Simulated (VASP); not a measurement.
Write the native input for VASP 6.6.1 that does the following.

| Item | Value |
| --- | --- |
| Task | single point |
| Functional | r2SCAN |
| Potentials or basis | VASP PAW PBE potentials, release 64 (Cu) |
| Cutoff | 520 eV |
| k mesh | 24 × 24 × 6 |
| Occupations | gaussian, width 0.15 eV |
| Spin | no spin polarisation |
| Dipole correction | no |
| Further INCAR settings | ALGO = Normal; EDIFF = 1e-06; NBANDS = 30 |

Cu:

```
CELL_PARAMETERS angstrom
2.52934 0.00000 0.00000
-1.26467 1.97143 0.00000
0.00000 0.00000 8.26394
ATOMIC_POSITIONS crystal
Cu 0.00000 0.00000 0.00000
Cu 0.33333 0.66667 0.25000
Cu 0.00000 0.00000 0.50000
Cu 0.66667 0.33333 0.75000
```

This cell differs from its parent crystal: strain -0.1000 x Voigt [0, 1, 0, 0, 0, 0].

One way to write it, as run:

POSCAR

```
Cu
1.0
    2.5293395074      0.0000000000      0.0000000000
   -1.2646697537      1.9714250414      0.0000000000
    0.0000000000      0.0000000000      8.2639398540
Cu
4
Direct
    0.0000000000      0.0000000000      0.0000000000
    0.3333333333      0.6666666667      0.2500000000
    0.0000000000      0.0000000000      0.5000000000
    0.6666666667      0.3333333333      0.7500000000
```

INCAR.step1

```
SYSTEM = Cu
PREC = Accurate ; ENCUT = 520
ISMEAR = 0 ; SIGMA = 0.15
LREAL = .False. ; LASPH = .True.
NELM = 100 ; NBANDS = 30
GGA = PE ; ALGO = Normal
EDIFF = 1E-4 ; LWAVE = .True.
LCHARG = .False.
```

INCAR.step2

```
SYSTEM = Cu
PREC = Accurate ; ENCUT = 520
EDIFF = 1E-6 ; ISMEAR = 0
SIGMA = 0.15 ; LREAL = .False.
LASPH = .True. ; NELM = 100
ALGO = Normal ; ISIF = 2
LWAVE = .False. ; LCHARG = .False.
METAGGA = R2SCAN ; LMIXTAU = .True.
NBANDS = 30 ; ISTART = 1
```

KPOINTS

```
regular mesh
0
Gamma
  24 24 6
  0 0 0
```

Potentials or basis: VASP PAW PBE potentials, release 64 (Cu).

The run is started by

```bash
$ cat potpaw_PBE.64/Cu/POTCAR > POTCAR
$ cp INCAR.step1 INCAR
$ mpirun -np 1 vasp_std > vasp.out
$ cp INCAR.step2 INCAR
$ mpirun -np 1 vasp_std > vasp.out
```

Results of the run:

| Quantity | Value |
| --- | --- |
| Pressure | 25.1 GPa |
| Largest force | 0.222 eV/Å |
| Band gap on the k mesh | zero (bands 22 and 23 overlap by 6.69 eV) |

Caveat: the cell differs from its parent crystal (strain -0.1000 x Voigt [0, 1, 0, 0, 0, 0]); the cell stands under pressure; the PAW data sets were made with another functional, which shifts forces and pressure a little.

Wall time 64 min on 1 thread of Oxide Virtual Turin-like Processor (shared host), peak memory 0.58 GiB.
